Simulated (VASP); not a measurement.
# W (I4_1/amd) in VASP: single point with PBE

Aim: the single point of W with PBE.

Everything below comes from runs of VASP 6.6.1. Logs are shortened: lines on timing, memory, paths and dates and some standing lists are left out, and cuts for length are marked.

## (1) The cell of the first run

The structure is tetragonal, space group I4_1/amd (No. 141). Conventional cell: a = 5.115 Å, b = 5.115 Å, c = 2.697 Å, α = 90.00°, β = 90.00°, γ = 90.00°. Within 3.5 Å of W (site symmetry -4m2) lie 10 W at 2.64 to 3.26 Å.

## (2) Single point, PBE

Input file INCAR:

```
SYSTEM = W
PREC     = Accurate       ! precision mode
ENCUT    = 520            ! plane-wave cutoff, eV
EDIFF    = 1E-7           ! SCF threshold, eV
ISMEAR   = 0              ! smearing method
SIGMA    = 0.1            ! smearing width, eV
LREAL    = .False.        ! projectors in reciprocal space
LASPH    = .True.         ! aspherical terms in the spheres
NELM     = 60             ! most SCF steps
ALGO     = Fast           ! electronic algorithm
ISIF     = 2              ! what is computed and relaxed
LWAVE    = .False.        ! write WAVECAR
LCHARG   = .False.        ! write CHGCAR
GGA      = PE             ! functional
NBANDS   = 21             ! bands
```

Input file KPOINTS:

```
Automatic mesh
0
Gamma
  8 8 8
  0 0 0
```

Input file POSCAR:

```
W
1.0
   -2.5573030913      2.5573030913      1.3486553056
    2.5573030913     -2.5573030913      1.3486553056
    2.5573030913      2.5573030913     -1.3486553056
W
2
Direct
    0.0000000000      0.0000000000      0.0000000000
    0.7500000000      0.2500000000      0.5000000000
```

Potentials or basis: VASP PAW PBE potentials, release 64 (W_sv).

On the command line:

```console
cat potpaw_PBE.64/W_sv/POTCAR > POTCAR
mpirun -np 1 vasp_std > vasp.out
```

OUTCAR:

```text
SYSTEM = W
   PREC = Accurate
   ENCUT = 520
   EDIFF = 1E-7
   ISMEAR = 0
   LREAL = .False.
   LASPH = .True.
   NELM = 60
   ISIF = 2
   GGA = PE

 ion  position               nearest neighbor table
   1  0.000  0.000  0.000-   2 2.64   2 2.64   2 2.64   2 2.64   2 3.26   2 3.26   2 3.26   2 3.26

   2  0.750  0.250  0.500-   1 2.64   1 2.64   1 2.64   1 2.64   1 3.26   1 3.26   1 3.26   1 3.26

  LATTYP: Found a body centered tetragonal cell.
 ALAT       =     5.1146061826
 C/A-ratio  =     0.5273740568

  Lattice vectors:

 A1 = (  -2.5573030913,   2.5573030913,   1.3486553056)
 A2 = (   2.5573030913,  -2.5573030913,   1.3486553056)
 A3 = (   2.5573030913,   2.5573030913,  -1.3486553056)

Analysis of symmetry for initial positions (statically):
=====================================================================
 Subroutine PRICEL returns:
 Original cell was already a primitive cell.

 Routine SETGRP: Setting up the symmetry group for a
 body centered tetragonal supercell.

 Subroutine GETGRP returns: Found 16 space group operations
 (whereof  8 operations were pure point group operations)
 out of a pool of 16 trial point group operations.

The static configuration has the point symmetry D_2d.
 The point group associated with its full space group is D_4h.

Analysis of symmetry for dynamics (positions and initial velocities):
=====================================================================
 Subroutine PRICEL returns:
 Original cell was already a primitive cell.

 Routine SETGRP: Setting up the symmetry group for a
 body centered tetragonal supercell.

 Subroutine GETGRP returns: Found 16 space group operations
 (whereof  8 operations were pure point group operations)
 out of a pool of 16 trial point group operations.

The dynamic configuration has the point symmetry D_2d.
 The point group associated with its full space group is D_4h.

 Subroutine INISYM returns: Found 16 space group operations
 (whereof  8 operations are pure point group operations),
 and found     1 'primitive' translations

----------------------------------------------------------------------------------------

                                     Primitive cell

  volume of cell :      35.2797

  direct lattice vectors                    reciprocal lattice vectors
[... 77 lines left out ...]
 SYSTEM =  W
   PREC   = accura    normal or accurate (medium, high low for compatibility)
   ISTART =      0    job   : 0-new  1-cont  2-samecut
   ICHARG =      2    charge: 1-file 2-atom 10-const
   ISPIN  =      1    spin polarized calculation?
   LNONCOLLINEAR =      F non collinear calculations
   LSORBIT =      F    spin-orbit coupling
   LASPH  =      T    aspherical Exc in radial PAW
   ENCUT  =  520.0 eV  38.22 Ry    6.18 a.u.   7.18  7.18  7.18*2*pi/ulx,y,z
   NELM   =     60;   NELMIN=  2; NELMDL= -5     # of ELM steps
   EDIFF  = 0.1E-06   stopping-criterion for ELM
   LREAL  =      F    real-space projection
   EDIFFG = 0.1E-05   stopping-criterion for IOM
   NSW    =      0    number of steps for IOM
   IBRION =     -1    ionic relax: 0-MD 1-quasi-New 2-CG
   NFREE  =      0    steps in history (QN), initial steepest desc. (CG)
   ISIF   =      2    stress and relaxation
   ISYM   =      2    0-nonsym 1-usesym 2-fastsym
   POTIM  = 0.5000    time-step for ionic-motion
   TEBEG  =    0.0;   TEEND  =   0.0 temperature during run
   PSTRESS=    0.0 pullay stress
   NELECT =      28.0000    total number of electrons
   NUPDOWN=      -1.0000    fix difference up-down
   EMIN   =  10.00;   EMAX   =-10.00  energy-range for DOS
   EFERMI =   0.00;   METHOD = LEGACY
   ISMEAR =     0;   SIGMA  =   0.10  broadening in eV -4-tet -1-fermi 0-gaus
   EFERMI_NEDOS =   21; number of points for ismear=-14 and -15
   IALGO  =     68    algorithm
   IMIX   =      4    mixing-type and parameters
     AMIX     =   0.40;   BMIX     =  1.00
     AMIX_MAG =   1.60;   BMIX_MAG =  1.00
  volume/ion in A,a.u.               =      17.64       119.04
  Fermi-wavevector in a.u.,A,eV,Ry     =   1.515720  2.864296 31.258132  2.297408
  Thomas-Fermi vector in A             =   2.625206
   LORBIT       =      0    0 simple, 1 ext, 2 COOP (PROOUT), +10 PAW based schemes
   GGA     = PE    functional components
   LHFCALC =     F    Hartree Fock is set to
   AEXX    =    0.0000 exact exchange contribution
   IVDW    =     0    specifies the selected vdW correction
   LEPSILON=     F    determine dielectric tensor
   LRPA    =     F    only Hartree local field effects (RPA)
 non-spin polarized calculation
 RMM-DIIS sequential band-by-band and
 Gauss-broadening in eV      SIGMA  =   0.10
  energy-cutoff  :      520.00
  volume of cell :       35.28
 maximum number of plane-waves:       964
 NGX is ok and might be reduce to    30
   NGX = 15   NGY = 15   NGZ = 15

 number of electron      27.9999995 magnetization

 Free energy of the ion-electron system (eV)
  ---------------------------------------------------
  ext. energy  EPLUGINS =         0.00000000
  ---------------------------------------------------
  free energy    TOTEN  =       -23.63219883 eV

  energy without entropy =      -23.62513179  energy(sigma->0) =      -23.62866531

 E-fermi :   9.9123     XC(G=0): -12.9380

 val. band max:        9.8688198214   @ k =  -0.1250   0.2500   0.1250
 cond. band min:       9.9506669858   @ k =  -0.3750   0.3750   0.0000
 fundamental gap:      0.0818471644
 Fermi energy:         9.9122822193

 k-point     1 :       0.0000    0.0000    0.0000
  band No.  band energies     occupation
      1     -64.1432      2.00000
      2     -63.9514      2.00000
      3     -28.8244      2.00000
      4     -28.8244      2.00000
      5     -27.7842      2.00000
      6     -27.7842      2.00000
[... 565 lines left out ...]
     20      17.4984      0.00000
     21      18.2510      0.00000

 [... further k-points ...]
[... 5 lines left out ...]
  --------------------------------------------------------------------------------------
  -------------------------------------------------------------------------------------
  Total        0.1221741      0.1221741      0.1274449      0.0000000      0.0000000      0.0000000
  in kB        5.5483583      5.5483583      5.7877200      0.0000000      0.0000000      0.0000000
  external PRESSURE =       5.6281456 kB  Pullay stress =       0.0000000 kB

 VOLUME and BASIS-vectors are now :
 -----------------------------------------------------------------------------
  energy-cutoff  :      520.00
  volume of cell :       35.28
      direct lattice vectors                 reciprocal lattice vectors
    -2.557303091  2.557303091  1.348655306     0.000000000  0.195518475  0.370739653
     2.557303091 -2.557303091  1.348655306     0.195518475  0.000000000  0.370739653
     2.557303091  2.557303091 -1.348655306     0.195518475  0.195518475  0.000000000

 POSITION                                       TOTAL-FORCE (eV/Angst)
 -----------------------------------------------------------------------------------
      0.00000      0.00000      0.00000        -0.000000      0.000000      0.000000
     -0.00000      2.55730      0.67433         0.000000     -0.000000     -0.000000
 -----------------------------------------------------------------------------------
    total drift:                                0.000000     -0.000000      0.000000

  FREE ENERGIE OF THE ION-ELECTRON SYSTEM (eV)
  ---------------------------------------------------
  free  energy   TOTEN  =       -23.6321988340 eV

  energy  without entropy=      -23.6251317911  energy(sigma->0) =      -23.62866531
```

Run time: 54 s. Hardware: 1 thread of AMD EPYC 7R13 (Zen 3), shared host; peak memory 0.15 GiB.

What came out:

| Property | Result |
| --- | --- |
| Free energy | -23.6322 eV |
| Pressure | 0.6 GPa |
| Band gap on the k mesh | zero (band 14 reaches 12.08 eV, above the bottom of band 15 at 9.39 eV) |

Caveat: spin-orbit coupling is left out, which moves the levels of the heavy elements.
